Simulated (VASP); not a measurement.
# CuO (C2/c) in VASP: single point with PBE

Aim: the single point of CuO with PBE.

All numbers are computed with VASP 6.6.1; they aren't measurements. Logs are shortened: lines on timing, memory, paths and dates and some standing lists are left out, and cuts for length are marked.

## 1. The cell of the first run

The typed cell holds 4 atoms: a = 2.950 Å, b = 2.950 Å, c = 5.149 Å, α = 90.01°, β = 90.01°, γ = 89.85°.

## 2. Single point, PBE

File INCAR:

```
SYSTEM = CuO
ALGO = Normal ; EDIFF = 1E-6
ENCUT = 820 ; GGA = PE
GGA_COMPAT = .False. ; ISIF = 2
ISMEAR = -1 ; LASPH = .True.
LCHARG = .True. ; LELF = .True.
LREAL = .False. ; LVHAR = .True.
LWAVE = .False. ; NBANDS = 33
NELM = 120 ; PREC = Accurate
SIGMA = 0.05
```

File KPOINTS:

```
k-points
0
Gamma
  10 10 5
  0 0 0
```

File POSCAR:

```
CuO
1.0
    2.0820960714     -2.0832990239      0.1650321271
    2.0820960714      2.0832990239      0.1650321271
   -0.4080684219      0.0000000000      5.1323575253
Cu O
2 2
Direct
   -0.0057488883      0.4942452657      0.0018500389
    0.4942452657     -0.0057488883      0.5018500389
    0.4942906929      0.4942129296      0.2518499611
    0.4942129296      0.4942906929      0.7518499611
```

Potentials or basis: VASP PAW PBE potentials, release 64 (Cu_sv_GW, O).

Command:

```bash
$ cat potpaw_PBE.64/Cu_sv_GW/POTCAR potpaw_PBE.64/O/POTCAR > POTCAR
$ mpirun -np 1 vasp_std > vasp.out
```

OUTCAR:

```text
SYSTEM = CuO
   EDIFF = 1E-6
   ENCUT = 820
   GGA = PE
   ISIF = 2
   ISMEAR = -1
   LASPH = .True.
   LREAL = .False.
   NELM = 120
   PREC = Accurate

 ion  position               nearest neighbor table
   1  0.994  0.494  0.002-   4 1.96   3 1.96   3 1.96   4 1.96
   2  0.494  0.994  0.502-   3 1.96   4 1.96   4 1.96   3 1.96
   3  0.494  0.494  0.252-   2 1.96   1 1.96   1 1.96   2 1.96
   4  0.494  0.494  0.752-   1 1.96   2 1.96   2 1.96   1 1.96

  LATTYP: Found a base centered monoclinic cell.
 ALAT       =     4.1772525198
 B/A-ratio  =     0.9974494068
 C/A-ratio  =     1.2325217333
 COS(beta)  =    -0.0002449251

  Lattice vectors:

 A1 = (   2.0820960714,  -2.0832990239,   0.1650321271)
 A2 = (   2.0820960714,   2.0832990239,   0.1650321271)
 A3 = (  -0.4080684219,   0.0000000000,   5.1323575253)

Analysis of symmetry for initial positions (statically):
=====================================================================
 Subroutine PRICEL returns:
 Original cell was already a primitive cell.

 Routine SETGRP: Setting up the symmetry group for a
 base centered monoclinic supercell.

 Subroutine GETGRP returns: Found  2 space group operations
 (whereof  1 operations were pure point group operations)
 out of a pool of  4 trial point group operations.

The static configuration has the point symmetry C_1 .
 The point group associated with its full space group is C_1h.

Analysis of symmetry for dynamics (positions and initial velocities):
=====================================================================
 Subroutine PRICEL returns:
 Original cell was already a primitive cell.

 Routine SETGRP: Setting up the symmetry group for a
 base centered monoclinic supercell.

 Subroutine GETGRP returns: Found  2 space group operations
 (whereof  1 operations were pure point group operations)
 out of a pool of  4 trial point group operations.

The dynamic configuration has the point symmetry C_1 .
 The point group associated with its full space group is C_1h.

 Subroutine INISYM returns: Found  2 space group operations
 (whereof  1 operations are pure point group operations),
 and found     1 'primitive' translations

----------------------------------------------------------------------------------------

                                     Primitive cell

  volume of cell :      44.8051

  direct lattice vectors                    reciprocal lattice vectors
     2.082096071 -2.083299024  0.165032127     0.238638697 -0.240003953  0.018973915
     2.082096071  2.083299024  0.165032127     0.238638697  0.240003953  0.018973915
    -0.408068422  0.000000000  5.132357525    -0.015346964  0.000000000  0.193622012

  length of vectors
     2.949999064  2.949999064  5.148554516     0.338984269  0.338984269  0.194229279

  position of ions in fractional coordinates (direct lattice)
     0.994251112  0.494245266  0.001850039
     0.494245266  0.994251112  0.501850039
     0.494290693  0.494212930  0.251849961
     0.494212930  0.494290693  0.751849961

  ion indices of the primitive-cell ions
   primitive index   ion index
                 1           1
                 2           2
                 3           3
                 4           4

----------------------------------------------------------------------------------------

 KPOINTS: k-points

Automatic generation of k-mesh.
 Grid dimensions read from file:
 generate k-points for:   10   10    5

 Generating k-lattice:

  Cartesian coordinates                     Fractional coordinates (reciprocal lattice)
     0.023863870 -0.024000395  0.001897392     0.100000000 -0.000000000 -0.000000000
     0.023863870  0.024000395  0.001897392    -0.000000000  0.100000000 -0.000000000
    -0.003069393  0.000000000  0.038724402     0.000000000  0.000000000  0.200000000

  Length of vectors
     0.033898427  0.033898427  0.038845856

  Shift w.r.t. Gamma in fractional coordinates (k-lattice)
     0.000000000  0.000000000  0.000000000

 Subroutine IBZKPT returns following result:
 ===========================================

 Found    141 irreducible k-points:

 Following reciprocal coordinates:
            Coordinates               Weight
  0.000000  0.000000  0.000000      1.000000
  0.100000  0.000000 -0.000000      4.000000
  0.200000  0.000000 -0.000000      4.000000
  0.300000 -0.000000  0.000000      4.000000
  0.400000 -0.000000 -0.000000      4.000000
  0.500000  0.000000  0.000000      2.000000
[... 16 lines left out ...]
  0.300000  0.300000  0.000000      2.000000
  0.400000  0.300000  0.000000      4.000000
 [... further k-points ...]
   k-points           NKPTS =    141   k-points in BZ     NKDIM =    141   number of bands    NBANDS=     33
   number of dos      NEDOS =    301   number of ions     NIONS =      4
   total plane-waves  NPLWV =  37632
   dimension x,y,z NGX =    28 NGY =   28 NGZ =   48
   dimension x,y,z NGXF=    56 NGYF=   56 NGZF=   96
   ions per type =               2   2
   NGX,Y,Z   is equivalent  to a cutoff of  15.78, 15.78, 15.50 a.u.
   NGXF,Y,Z  is equivalent  to a cutoff of  31.56, 31.56, 31.00 a.u.
 SYSTEM =  CuO
   PREC   = accura    normal or accurate (medium, high low for compatibility)
   ISTART =      0    job   : 0-new  1-cont  2-samecut
   ICHARG =      2    charge: 1-file 2-atom 10-const
   ISPIN  =      1    spin polarized calculation?
   LNONCOLLINEAR =      F non collinear calculations
   LSORBIT =      F    spin-orbit coupling
   LASPH  =      T    aspherical Exc in radial PAW
   ENCUT  =  820.0 eV  60.27 Ry    7.76 a.u.   6.89  6.89 12.02*2*pi/ulx,y,z
   NELM   =    120;   NELMIN=  2; NELMDL= -5     # of ELM steps
   EDIFF  = 0.1E-05   stopping-criterion for ELM
   LREAL  =      F    real-space projection
   EDIFFG = 0.1E-04   stopping-criterion for IOM
   NSW    =      0    number of steps for IOM
   IBRION =     -1    ionic relax: 0-MD 1-quasi-New 2-CG
   NFREE  =      0    steps in history (QN), initial steepest desc. (CG)
   ISIF   =      2    stress and relaxation
   ISYM   =      2    0-nonsym 1-usesym 2-fastsym
   POTIM  = 0.5000    time-step for ionic-motion
   TEBEG  =    0.0;   TEEND  =   0.0 temperature during run
   PSTRESS=    0.0 pullay stress
   NELECT =      50.0000    total number of electrons
   NUPDOWN=      -1.0000    fix difference up-down
   EMIN   =  10.00;   EMAX   =-10.00  energy-range for DOS
   EFERMI =   0.00;   METHOD = LEGACY
   ISMEAR =    -1;   SIGMA  =   0.05  broadening in eV -4-tet -1-fermi 0-gaus
   EFERMI_NEDOS =   21; number of points for ismear=-14 and -15
   IALGO  =     38    algorithm
   IMIX   =      4    mixing-type and parameters
     AMIX     =   0.40;   BMIX     =  1.00
     AMIX_MAG =   1.60;   BMIX_MAG =  1.00
  volume/ion in A,a.u.               =      11.20        75.59
  Fermi-wavevector in a.u.,A,eV,Ry     =   1.698070  3.208887 39.231612  2.883442
  Thomas-Fermi vector in A             =   2.778636
   LORBIT       =      0    0 simple, 1 ext, 2 COOP (PROOUT), +10 PAW based schemes
   GGA     = PE    functional components
   LHFCALC =     F    Hartree Fock is set to
   AEXX    =    0.0000 exact exchange contribution
   IVDW    =     0    specifies the selected vdW correction
   LEPSILON=     F    determine dielectric tensor
   LRPA    =     F    only Hartree local field effects (RPA)
 non-spin polarized calculation
  energy-cutoff  :      820.00
  volume of cell :       44.81
 maximum number of plane-waves:      2412
   NGX = 13   NGY = 13   NGZ = 25

 number of electron      50.0000012 magnetization

 Free energy of the ion-electron system (eV)
  ---------------------------------------------------
  ext. energy  EPLUGINS =         0.00000000
  ---------------------------------------------------
  free energy    TOTEN  =       -19.91280723 eV

  energy without entropy =      -19.89200819  energy(sigma->0) =      -19.90240771

 E-fermi :   4.7786     XC(G=0): -11.5932

 val. band max:        4.7685069851   @ k =  -0.1000   0.1000   0.4000
 cond. band min:       4.8403785376   @ k =  -0.4000   0.2000   0.4000
 fundamental gap:      0.0718715524
 Fermi energy:         4.7785974088

 k-point     1 :       0.0000    0.0000    0.0000
  band No.  band energies     occupation
      1    -107.9119      2.00000
      2    -107.9114      2.00000
      3     -65.4013      2.00000
      4     -65.4012      2.00000
      5     -65.3674      2.00000
      6     -65.3625      2.00000
[... 25 lines left out ...]
     32      19.1456      0.00000
     33      19.6320      0.00000

 k-point     2 :       0.1000    0.0000   -0.0000
  band No.  band energies     occupation
      1    -107.9118      2.00000
      2    -107.9114      2.00000
      3     -65.4023      2.00000
      4     -65.4012      2.00000
      5     -65.3674      2.00000
      6     -65.3625      2.00000
[... 25 lines left out ...]
     32      19.4243      0.00000
     33      19.8551      0.00000

 k-point     3 :       0.2000    0.0000   -0.0000
  band No.  band energies     occupation
      1    -107.9116      2.00000
      2    -107.9111      2.00000
      3     -65.4048      2.00000
      4     -65.4010      2.00000
      5     -65.3666      2.00000
      6     -65.3626      2.00000
[... 25 lines left out ...]
     32      19.4321      0.00000
     33      19.7976      0.00000

 k-point     4 :       0.3000   -0.0000    0.0000
  band No.  band energies     occupation
      1    -107.9114      2.00000
      2    -107.9111      2.00000
      3     -65.4084      2.00000
      4     -65.4008      2.00000
      5     -65.3657      2.00000
      6     -65.3629      2.00000
[... 673 lines left out ...]
     32      16.6337      0.00000
     33      20.0365      0.00000

 k-point    23 :       0.3000    0.3000    0.0000
  band No.  band energies     occupation
      1    -107.9111      2.00000
      2    -107.9108      2.00000
      3     -65.4088      2.00000
      4     -65.4071      2.00000
      5     -65.3645      2.00000
      6     -65.3629      2.00000
[... 25 lines left out ...]
     32      16.1876      0.00000
     33      19.3834      0.00000

 k-point    24 :       0.4000    0.3000    0.0000
  band No.  band energies     occupation
      1    -107.9109      2.00000
      2    -107.9107      2.00000
      3     -65.4109      2.00000
      4     -65.4075      2.00000
      5     -65.3639      2.00000
      6     -65.3631      2.00000
[... 25 lines left out ...]
     32      16.4077      0.00000
     33      18.3850      0.00000

 [... further k-points ...]

------------------------ aborting loop because EDIFF is reached ----------------------------------------

  FORCE on cell =-STRESS in cart. coord.  units (eV):
  Direction    XX          YY          ZZ          XY          YZ          ZX
  --------------------------------------------------------------------------------------
  -------------------------------------------------------------------------------------
  Total       -0.1952615     -0.1836112     -0.1712416      0.0000000      0.0000000      0.0003300
  in kB       -6.9823182     -6.5657153     -6.1233938      0.0000000      0.0000000      0.0117997
  external PRESSURE =      -6.5571425 kB  Pullay stress =       0.0000000 kB

 VOLUME and BASIS-vectors are now :
 -----------------------------------------------------------------------------
  energy-cutoff  :      820.00
  volume of cell :       44.81
      direct lattice vectors                 reciprocal lattice vectors
     2.082096071 -2.083299024  0.165032127     0.238638697 -0.240003953  0.018973915
     2.082096071  2.083299024  0.165032127     0.238638697  0.240003953  0.018973915
    -0.408068422  0.000000000  5.132357525    -0.015346964  0.000000000  0.193622012

 POSITION                                       TOTAL-FORCE (eV/Angst)
 -----------------------------------------------------------------------------------
      3.09844     -1.04166      0.25514        -0.000352      0.000560      0.000081
      2.89440      1.04166      2.82132        -0.000352     -0.000560      0.000081
      1.95539     -0.00016      1.45572         0.000352     -0.000466     -0.000081
      1.75135      0.00016      4.02190         0.000352      0.000466     -0.000081
 -----------------------------------------------------------------------------------
    total drift:                               -0.002423      0.000000      0.000208

  FREE ENERGIE OF THE ION-ELECTRON SYSTEM (eV)
  ---------------------------------------------------
  free  energy   TOTEN  =       -19.9128072299 eV

  energy  without entropy=      -19.8920081865  energy(sigma->0) =      -19.90240771
```

It took 7.9 min on 1 thread of Intel Xeon Platinum 8259CL at 2.50GHz (Skylake/Cascade Lake), shared host; peak memory 0.49 GiB.

Results:

```yaml
Free_energy: -19.9128 eV
Pressure: -0.7 GPa
Band_gap_on_the_k_mesh: zero (bands 25 and 26 overlap by 0.92 eV)
```

Caveat: semilocal functionals often make such compounds metallic where correlation or magnetic order opens a gap, which also shifts bond lengths. With open d or f shells a metallic result of PBE can be an artefact of self-interaction; +U or a hybrid may open a gap.

The gap in the log of VASP goes by the Fermi energy; the results here count the filled bands.